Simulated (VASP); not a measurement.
# Co (P6_3/mmc) in VASP: notebook

Runs on Co. Level: PBEsol. Tasks: single point.

All numbers are computed with VASP 6.6.1; they aren't measurements. Logs are shortened: lines on timing, memory, paths and dates and some standing lists are left out, and cuts for length are marked.

### 1 The cell of the first run

The structure is hexagonal, space group P6_3/mmc (No. 194). Conventional cell: a = 2.432 Å, b = 2.432 Å, c = 3.929 Å, α = 90.00°, β = 90.00°, γ = 120.00°. Co (site symmetry -6m2) has 12 Co at 2.41 to 2.43 Å within 3.2 Å.

### 2 Single point, PBEsol, collinear spin, ferromagnetic start (volume scaled by 0.97, then relaxed in part)

INCAR

```
PREC = Accurate ; ENCUT = 520
EDIFF = 1E-6 ; ISMEAR = 0
SIGMA = 0.1 ; LREAL = False
LASPH = True ; NELM = 150
ALGO = Fast ; ISIF = 2
LWAVE = False ; LCHARG = False
ISPIN = 2 ; MAGMOM = 1.8 1.8
LORBIT = 11 ; LMAXMIX = 4
GGA = PS ; NBANDS = 20
```

KPOINTS

```
Automatic mesh
0
Gamma
  18 18 10
```

POSCAR

```
Co
1.0
    2.4318085220      0.0000000000      0.0000000000
   -1.2159042610      2.1060079572      0.0000000000
    0.0000000000      0.0000000000      3.9286401622
Co
2
Direct
    0.3333333333      0.6666666667      0.2500000000
    0.6666666667      0.3333333333      0.7500000000
```

Potentials or basis: VASP PAW PBE potentials, release 64 (Co).

Command:

```bash
cat potpaw_PBE.64/Co/POTCAR > POTCAR
mpirun -np 1 vasp_std > vasp.out
```

OUTCAR:

```text
PREC = Accurate
   ENCUT = 520
   EDIFF = 1E-6
   ISMEAR = 0
   LREAL = False
   LASPH = True
   NELM = 150
   ISIF = 2
   ISPIN = 2
   LORBIT = 11
   GGA = PS

 ion  position               nearest neighbor table
   1  0.333  0.667  0.250-   2 2.41   2 2.41   2 2.41   2 2.41   2 2.41   2 2.41
   2  0.667  0.333  0.750-   1 2.41   1 2.41   1 2.41   1 2.41   1 2.41   1 2.41

  LATTYP: Found a hexagonal cell.
 ALAT       =     2.4318085220
 C/A-ratio  =     1.6155219980

  Lattice vectors:

 A1 = (   2.4318085220,   0.0000000000,   0.0000000000)
 A2 = (  -1.2159042610,   2.1060079572,   0.0000000000)
 A3 = (   0.0000000000,   0.0000000000,   3.9286401622)

Analysis of symmetry for initial positions (statically):
=====================================================================
 Subroutine PRICEL returns:
 Original cell was already a primitive cell.

 Routine SETGRP: Setting up the symmetry group for a
 hexagonal supercell.

 Subroutine GETGRP returns: Found 24 space group operations
 (whereof 12 operations were pure point group operations)
 out of a pool of 24 trial point group operations.

The static configuration has the point symmetry D_3d.
 The point group associated with its full space group is D_6h.

Analysis of symmetry for dynamics (positions and initial velocities):
=====================================================================
 Subroutine PRICEL returns:
 Original cell was already a primitive cell.

 Routine SETGRP: Setting up the symmetry group for a
 hexagonal supercell.

 Subroutine GETGRP returns: Found 24 space group operations
 (whereof 12 operations were pure point group operations)
 out of a pool of 24 trial point group operations.

The dynamic configuration has the point symmetry D_3d.
 The point group associated with its full space group is D_6h.

Analysis of structural, dynamic, and magnetic symmetry:
=====================================================================
 Subroutine PRICEL returns:
 Original cell was already a primitive cell.

 Routine SETGRP: Setting up the symmetry group for a
 hexagonal supercell.

 Subroutine GETGRP returns: Found 24 space group operations
 (whereof 12 operations were pure point group operations)
 out of a pool of 24 trial point group operations.

The overall configuration has the point symmetry D_3d.
 The point group associated with its full space group is D_6h.

 Subroutine INISYM returns: Found 24 space group operations
 (whereof 12 operations are pure point group operations),
 and found     1 'primitive' translations

----------------------------------------------------------------------------------------

                                     Primitive cell

  volume of cell :      20.1202

  direct lattice vectors                    reciprocal lattice vectors
     2.431808522  0.000000000  0.000000000     0.411216587  0.237416007  0.000000000
    -1.215904261  2.106007957  0.000000000     0.000000000  0.474832014  0.000000000
     0.000000000  0.000000000  3.928640162     0.000000000  0.000000000  0.254541001

  length of vectors
     2.431808522  2.431808522  3.928640162     0.474832014  0.474832014  0.254541001

  position of ions in fractional coordinates (direct lattice)
     0.333333333  0.666666667  0.250000000
     0.666666667  0.333333333  0.750000000

  ion indices of the primitive-cell ions
   primitive index   ion index
                 1           1
                 2           2

----------------------------------------------------------------------------------------

 KPOINTS: Automatic mesh

Automatic generation of k-mesh.
 Grid dimensions read from file:
 generate k-points for:   18   18   10

 Generating k-lattice:

  Cartesian coordinates                     Fractional coordinates (reciprocal lattice)
     0.022845366  0.013189778  0.000000000     0.055555556  0.000000000  0.000000000
     0.000000000  0.026379556  0.000000000     0.000000000  0.055555556  0.000000000
     0.000000000  0.000000000  0.025454100     0.000000000  0.000000000  0.100000000

  Length of vectors
     0.026379556  0.026379556  0.025454100

  Shift w.r.t. Gamma in fractional coordinates (k-lattice)
     0.000000000  0.000000000  0.000000000

 Subroutine IBZKPT returns following result:
 ===========================================

 Found    222 irreducible k-points:

 Following reciprocal coordinates:
            Coordinates               Weight
  0.000000  0.000000  0.000000      1.000000
  0.055556  0.000000  0.000000      6.000000
  0.111111  0.000000  0.000000      6.000000
  0.166667  0.000000  0.000000      6.000000
  0.222222 -0.000000  0.000000      6.000000
  0.277778  0.000000  0.000000      6.000000
[... 16 lines left out ...]
  0.333333  0.111111  0.000000     12.000000
  0.388889  0.111111  0.000000     12.000000
 [... further k-points ...]
   k-points           NKPTS =    222   k-points in BZ     NKDIM =    222   number of bands    NBANDS=     20
[... 102 lines left out ...]
     19      38.4500      0.00000
     20      41.9620      0.00000

 k-point     4 :       0.1667    0.0000    0.0000
  band No.  band energies     occupation
      1       2.7559      1.00000
      2       6.2145      1.00000
      3       7.9222      1.00000
      4       8.2488      1.00000
      5       8.6113      1.00000
      6       8.9745      1.00000
[... 429 lines left out ...]
 k-point    23 :       0.3333    0.1111    0.0000
  band No.  band energies     occupation
      1       5.9096      1.00000
      2       6.4641      1.00000
      3       6.6129      1.00000
      4       7.8049      1.00000
      5       8.2741      1.00000
      6       8.6945      1.00000
[... 12 lines left out ...]
     19      35.3465      0.00000
     20      37.6145      0.00000

 k-point    24 :       0.3889    0.1111    0.0000
  band No.  band energies     occupation
      1       6.1817      1.00000
      2       6.3543      1.00000
      3       6.4744      1.00000
      4       8.0767      1.00000
      5       8.2551      1.00000
      6       8.5806      1.00000
[... 12 lines left out ...]
     19      34.9503      0.00000
     20      37.4208      0.00000

 [... further k-points ...]

 spin component 2

 k-point     1 :       0.0000    0.0000    0.0000
  band No.  band energies     occupation
      1       1.8275      1.00000
      2       6.5918      1.00000
      3      10.0450      1.00000
      4      10.0617      1.00000
      5      10.0617      1.00000
      6      10.4739      1.00000
[... 12 lines left out ...]
     19      38.6887      0.00000
     20      38.6887      0.00000

 k-point     2 :       0.0556    0.0000    0.0000
  band No.  band energies     occupation
      1       1.9430      1.00000
      2       6.6718      1.00000
      3       9.8627      1.00000
      4      10.1238      1.00000
      5      10.2187      1.00000
      6      10.4376      1.00000
[... 12 lines left out ...]
     19      40.1678      0.00000
     20      40.6732      0.00000

 k-point     3 :       0.1111    0.0000    0.0000
  band No.  band energies     occupation
      1       2.2847      1.00000
      2       6.8971      1.00000
      3       9.6271      1.00000
      4       9.9341      1.00000
      5      10.2953      1.00000
      6      10.3057      1.00000
[... 12 lines left out ...]
     19      38.4852      0.00000
     20      42.1393      0.00000

 k-point     4 :       0.1667    0.0000    0.0000
  band No.  band energies     occupation
      1       2.8370      1.00000
      2       7.2184      1.00000
      3       9.3053      1.00000
      4       9.3609      1.00000
      5      10.1587      1.00000
      6      10.5941      1.00000
[... 429 lines left out ...]
 k-point    23 :       0.3333    0.1111    0.0000
  band No.  band energies     occupation
      1       6.4144      1.00000
      2       7.6592      1.00000
      3       7.7687      1.00000
      4       8.7728      1.00000
      5       9.7815      1.00000
      6      10.1627      1.00000
[... 12 lines left out ...]
     19      35.7058      0.00000
     20      38.0285      0.00000

 k-point    24 :       0.3889    0.1111    0.0000
  band No.  band energies     occupation
      1       6.9656      1.00000
      2       7.5017      1.00000
      3       7.6440      1.00000
      4       8.8825      1.00000
      5       9.7704      1.00000
      6      10.0158      1.00000
[... 12 lines left out ...]
     19      35.3023      0.00000
     20      37.8422      0.00000

 [... further k-points ...]

------------------------ aborting loop because EDIFF is reached ----------------------------------------

  FORCE on cell =-STRESS in cart. coord.  units (eV):
  Direction    XX          YY          ZZ          XY          YZ          ZX
  --------------------------------------------------------------------------------------
  -------------------------------------------------------------------------------------
  Total        0.8950603      0.8950603      0.8648517      0.0000000     -0.0000000      0.0000000
  in kB       71.2740151     71.2740151     68.8684937      0.0000000     -0.0000000      0.0000000
  external PRESSURE =      70.4721747 kB  Pullay stress =       0.0000000 kB

 VOLUME and BASIS-vectors are now :
 -----------------------------------------------------------------------------
  energy-cutoff  :      520.00
  volume of cell :       20.12
      direct lattice vectors                 reciprocal lattice vectors
     2.431808522  0.000000000  0.000000000     0.411216587  0.237416007  0.000000000
    -1.215904261  2.106007957  0.000000000     0.000000000  0.474832014  0.000000000
     0.000000000  0.000000000  3.928640162     0.000000000  0.000000000  0.254541001

 POSITION                                       TOTAL-FORCE (eV/Angst)
 -----------------------------------------------------------------------------------
     -0.00000      1.40401      0.98216         0.000000      0.000000      0.000000
      1.21590      0.70200      2.94648        -0.000000     -0.000000      0.000000
 -----------------------------------------------------------------------------------
    total drift:                                0.000000     -0.000000     -0.000000

  FREE ENERGIE OF THE ION-ELECTRON SYSTEM (eV)
  ---------------------------------------------------
  free  energy   TOTEN  =       -15.4668376266 eV

  energy  without entropy=      -15.4585379189  energy(sigma->0) =      -15.46268777

 total charge

# of ion       s       p       d       tot
------------------------------------------
    1        0.522   0.594   7.314   8.430
    2        0.522   0.594   7.314   8.430
--------------------------------------------------
tot          1.044   1.189  14.628  16.860

 magnetization (x)

# of ion       s       p       d       tot
------------------------------------------
    1       -0.016  -0.053   1.620   1.552
    2       -0.016  -0.053   1.620   1.552
--------------------------------------------------
tot         -0.031  -0.105   3.241   3.104
```

Run time: 76 s. Hardware: 1 thread of Intel Xeon 6975P-C (Granite Rapids), shared host; peak memory 0.23 GiB.

What came out:

```
Free energy                                           : -15.4668 eV
Pressure                                              : 7.0 GPa
Net moment                                            : 3.10 μB per cell
Site moments                                          : Co +1.55 μB
Valence electrons inside the program's atomic spheres : Co 8.43
```

Caveat: the cell differs from its parent crystal (volume scaled by 0.97, then relaxed in part); the PAW data sets were made with another functional, which shifts forces and pressure a little.

### 3 Single point, PBEsol, collinear spin, ferromagnetic start

This run uses another cell than the first one, of 11.08 Å³/atom, 1.101 times its volume.

INCAR

```
SYSTEM = Co
  PREC = Accurate
  ENCUT = 520
  EDIFF = 1E-6
  ISMEAR = 0
  SIGMA = 0.1
  LREAL = .False.
  LASPH = .True.
  NELM = 150
  ALGO = Fast
  ISIF = 2
  LWAVE = .False.
  LCHARG = .False.
  ISPIN = 2
  MAGMOM = 1.8 1.8
  LORBIT = 11
  LMAXMIX = 4
  GGA = PS
  NBANDS = 20
```

KPOINTS

```
Automatic mesh
0
Gamma
  18 18 10
  0 0 0
```

POSCAR

```
Co
1.0
    2.5074000000      0.0000000000      0.0000000000
   -1.2537000000      2.1714720974      0.0000000000
    0.0000000000      0.0000000000      4.0699000000
Co
2
Direct
    0.3333333333      0.6666666667      0.2500000000
    0.6666666667      0.3333333333      0.7500000000
```

Potentials or basis: VASP PAW PBE potentials, release 64 (Co).

Command:

```bash
cat potpaw_PBE.64/Co/POTCAR > POTCAR
mpirun -np 1 vasp_std > vasp.out
```

Run time: 2.6 min. Hardware: 1 thread of Intel Xeon Platinum 8488C (Sapphire Rapids), shared host; peak memory 0.24 GiB.

The run converged. Its results:

| Quantity | Value |
| --- | --- |
| Free energy | -15.4059 eV |
| Pressure | -14.6 GPa |
| Net moment | 3.21 μB per cell |
| Site moments | Co +1.62 μB |
| Valence electrons inside the program's atomic spheres | Co 8.23 |

Stress tensor (GPa, compression positive):
```
-14.31   0.00   0.00
  0.00 -14.31   0.00
  0.00   0.00 -15.22
```

Levels at points of the mesh, in eV from the Fermi level:
Spin up:
| k point | band 9 | band 10 | band 11 | band 12 | band 13 | band 14 |
| --- | --- | --- | --- | --- | --- | --- |
| (0.00, 0.00, 0.00) | -1.89 | -0.83 | -0.83 | -0.16 | 6.09 | 21.79 |
| (0.50, 0.00, 0.00) | -0.62 | -0.55 | 1.24 | 3.20 | 9.45 | 10.07 |
| (0.00, 0.00, 0.50) | -1.14 | -1.14 | -1.14 | -1.14 | 14.64 | 14.64 |
| (0.50, 0.00, 0.50) | -0.61 | -0.61 | 1.53 | 1.53 | 7.05 | 7.05 |
Spin down:
```
           k point  band 5  band 6  band 7  band 8  band 9  band 10
(0.00, 0.00, 0.00)   -0.93   -0.58   -0.58   -0.17   -0.15    -0.15
(0.50, 0.00, 0.00)   -1.06   -1.01   -0.61    1.15    1.27     1.31
(0.00, 0.00, 0.50)   -0.99   -0.99   -0.99   -0.99    0.69     0.69
(0.50, 0.00, 0.50)   -0.05   -0.05    0.25    0.25    1.25     1.25
```

Caveat: the PAW data sets were made with another functional, which shifts forces and pressure a little.

### 4 Single point, PBEsol, collinear spin, ferromagnetic start (volume scaled by 1.10, then relaxed in part)

INCAR

```
  PREC = Accurate
  ENCUT = 520
  EDIFF = 1E-7
  ISMEAR = 0
  SIGMA = 0.1
  LREAL = F
  LASPH = T
  NELM = 150
  ALGO = Fast
  ISIF = 2
  LWAVE = F
  LCHARG = F
  ISPIN = 2
  MAGMOM = 1.8 1.8
  LORBIT = 11
  LMAXMIX = 4
  GGA = PS
  NBANDS = 20
```

KPOINTS

```
Automatic mesh
0
Gamma
  18 18 10
```

POSCAR

```
Co
1.0
    2.5348333078      0.0000000000      0.0000000000
   -1.2674166539      2.1952300389      0.0000000000
    0.0000000000      0.0000000000      4.1003709201
Co
2
Direct
    0.3333333333      0.6666666667      0.2500000000
    0.6666666667      0.3333333333      0.7500000000
```

Command:

```bash
cat potpaw_PBE.64/Co/POTCAR > POTCAR
mpirun -np 1 vasp_std > vasp.out
```

Wall time 2.6 min (1 thread of Intel Xeon Platinum 8488C (Sapphire Rapids), shared host); peak memory 0.25 GiB.

It converged, with:

- Free energy: -15.3361 eV
- Pressure: -19.3 GPa
- Net moment: 3.23 μB per cell
- Site moments: Co +1.64 μB
- Valence electrons inside the program's atomic spheres: Co 8.18

Levels at points of the mesh, in eV from the Fermi level:
Spin up:
```
           k point  band 9  band 10  band 11  band 12  band 13  band 14
(0.00, 0.00, 0.00)   -1.90    -0.88    -0.88    -0.11     5.89    21.49
(0.50, 0.00, 0.00)   -0.67    -0.62     1.15     3.04     9.25     9.83
(0.00, 0.00, 0.50)   -1.17    -1.17    -1.17    -1.17    14.40    14.40
(0.50, 0.00, 0.50)   -0.67    -0.67     1.48     1.48     6.79     6.79
```
Spin down:
| k point | band 3 | band 4 | band 5 | band 6 | band 7 | band 8 | band 9 | band 10 | band 11 | band 12 |
| --- | --- | --- | --- | --- | --- | --- | --- | --- | --- | --- |
| (0.00, 0.00, 0.00) | -0.91 | -0.88 | -0.88 | -0.54 | -0.54 | -0.14 | -0.14 | -0.12 | 0.99 | 0.99 |
| (0.50, 0.00, 0.00) | -3.01 | -1.75 | -1.02 | -0.95 | -0.57 | 1.11 | 1.23 | 1.26 | 2.39 | 4.03 |
| (0.00, 0.00, 0.50) | -1.42 | -1.42 | -0.94 | -0.94 | -0.94 | -0.94 | 0.68 | 0.68 | 0.68 | 0.68 |
| (0.50, 0.00, 0.50) | -2.20 | -2.20 | -0.04 | -0.04 | 0.24 | 0.24 | 1.20 | 1.20 | 2.09 | 2.09 |

Caveat: the cell differs from its parent crystal (volume scaled by 1.10, then relaxed in part); the PAW data sets were made with another functional, which shifts forces and pressure a little.

### 5 Single point, PBEsol, collinear spin, ferromagnetic start

This run uses another cell than the first one, of 10.36 Å³/atom, 1.030 times its volume.

INCAR

```
PREC = Accurate ; ENCUT = 600
EDIFF = 1E-6 ; ISMEAR = 0
SIGMA = 0.1 ; LREAL = False
LASPH = True ; NELM = 200
ALGO = Normal ; ISIF = 2
LWAVE = False ; LCHARG = False
ISPIN = 2 ; MAGMOM = 1.92 1.92
LORBIT = 11 ; LMAXMIX = 4
GGA = PS ; NBANDS = 20
GGA_COMPAT = False
```

KPOINTS

```
Automatic mesh
0
Gamma
  12 12 6
```

POSCAR

```
Co
1.0
    2.4579066811      0.0000000000      0.0000000000
   -1.2289533406      2.1286096260      0.0000000000
    0.0000000000      0.0000000000      3.9602345133
Co
2
Direct
    0.3333333333      0.6666666667      0.2500000000
    0.6666666667      0.3333333333      0.7500000000
```

Command:

```bash
cat potpaw_PBE.64/Co/POTCAR > POTCAR
mpirun -np 1 vasp_std > vasp.out
```

It took 32 s on 1 thread of Intel Xeon Platinum 8559C (Emerald Rapids), shared host; peak memory 0.18 GiB.

Results (log left out):

- Free energy: -15.4701 eV
- Pressure: -1.3 GPa
- Net moment: 3.08 μB per cell
- Site moments: Co +1.54 μB
- Valence electrons inside the program's atomic spheres: Co 8.37

Stress tensor (GPa, compression positive):
```
-1.22  0.00  0.00
 0.00 -1.22  0.00
 0.00  0.00 -1.47
```

Levels at points of the mesh, in eV from the Fermi level:
Spin up:
```tsv
k point	band 7	band 8	band 9	band 10	band 11	band 12	band 13	band 14
(0.00, 0.00, 0.00)	-2.26	-1.89	-1.89	-0.69	-0.69	-0.10	6.83	22.28
(0.50, 0.00, 0.00)	-2.16	-0.57	-0.44	-0.40	1.45	3.55	10.06	10.76
(0.00, 0.00, 0.50)	-2.68	-2.68	-1.02	-1.02	-1.02	-1.02	15.63	15.63
(0.50, 0.00, 0.50)	-0.98	-0.98	-0.47	-0.47	1.65	1.65	7.68	7.68
```
Spin down:
| k point | band 5 | band 6 | band 7 | band 8 | band 9 | band 10 |
| --- | --- | --- | --- | --- | --- | --- |
| (0.00, 0.00, 0.00) | -1.05 | -0.66 | -0.66 | -0.23 | -0.23 | -0.08 |
| (0.50, 0.00, 0.00) | -1.24 | -1.11 | -0.66 | 1.22 | 1.37 | 1.40 |
| (0.00, 0.00, 0.50) | -1.13 | -1.13 | -1.13 | -1.13 | 0.72 | 0.72 |
| (0.50, 0.00, 0.50) | -0.11 | -0.11 | 0.26 | 0.26 | 1.33 | 1.33 |

Caveat: the PAW data sets were made with another functional, which shifts forces and pressure a little.

### 6 Overview

```csv
cell,k mesh,cutoff (eV),gap on the mesh (eV),pressure (GPa),moment (μB)
"a = 2.432, b = 2.432, c = 3.929 Å, angles 90.0, 90.0, 120.0°, 2 atoms",18 × 18 × 10,520,none,7.0,3.10
"a = 2.507, b = 2.507, c = 4.070 Å, angles 90.0, 90.0, 120.0°, 2 atoms",18 × 18 × 10,520,none,-14.6,3.21
"a = 2.535, b = 2.535, c = 4.100 Å, angles 90.0, 90.0, 120.0°, 2 atoms",18 × 18 × 10,520,none,-19.3,3.23
"a = 2.458, b = 2.458, c = 3.960 Å, angles 90.0, 90.0, 120.0°, 2 atoms",12 × 12 × 6,600,none,-1.3,3.08
```

Alike in all rows: task single point; level PBEsol; potentials or basis VASP PAW PBE potentials, release 64 (Co); spin collinear, ferromagnetic start; smearing gaussian 0.1 eV.

Caveats: the PAW data sets were made with another functional, which shifts forces and pressure a little.

Absolute energies hang on the potentials; compare differences alone.
